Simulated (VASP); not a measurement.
Write the native input for VASP 6.6.1 that does the following.

- Task: single point
- Functional: PBEsol
- Potentials or basis: VASP PAW PBE potentials, release 64 (Hf_pv)
- Cutoff: 520 eV
- k mesh: 10 × 10 × 10
- Occupations: fermi-dirac, width 0.05 eV
- Spin: no spin polarisation
- Dipole correction: no
- Further INCAR settings: ALGO = Fast; EDIFF = 1e-06; NBANDS = 11

The structure of Hf lies in POSCAR:

```
Hf
1.0
    0.0000000000      2.2088114212      2.2088114212
    2.2088114212      0.0000000000      2.2088114212
    2.2088114212      2.2088114212      0.0000000000
Hf
1
Direct
    0.0000000000      0.0000000000      0.0000000000
```

One way to write it, as run:

INCAR

```
PREC = Accurate
ENCUT = 520
EDIFF = 1E-6
ISMEAR = -1
SIGMA = 0.05
LREAL = F
LASPH = T
NELM = 60
ALGO = Fast
ISIF = 2
LWAVE = F
LCHARG = F
GGA = PS
NBANDS = 11
```

KPOINTS

```
Automatic mesh
0
Gamma
  10 10 10
```

Potentials or basis: VASP PAW PBE potentials, release 64 (Hf_pv).

Launch:

```sh
$ cat potpaw_PBE.64/Hf_pv/POTCAR > POTCAR
$ mpirun -np 1 vasp_std > vasp.out
```

It gave:

```
Pressure               : -0.4 GPa
Band gap on the k mesh : zero (band 5 reaches 6.25 eV, above the bottom of band 6 at 4.44 eV)
```

Caveat: the PAW data sets were made with another functional, which shifts forces and pressure a little; spin-orbit coupling is left out, which moves the levels of the heavy elements.

Wall time 9.3 s on 1 thread of Intel Xeon 6975P-C, on a shared host, peak memory 0.14 GiB.
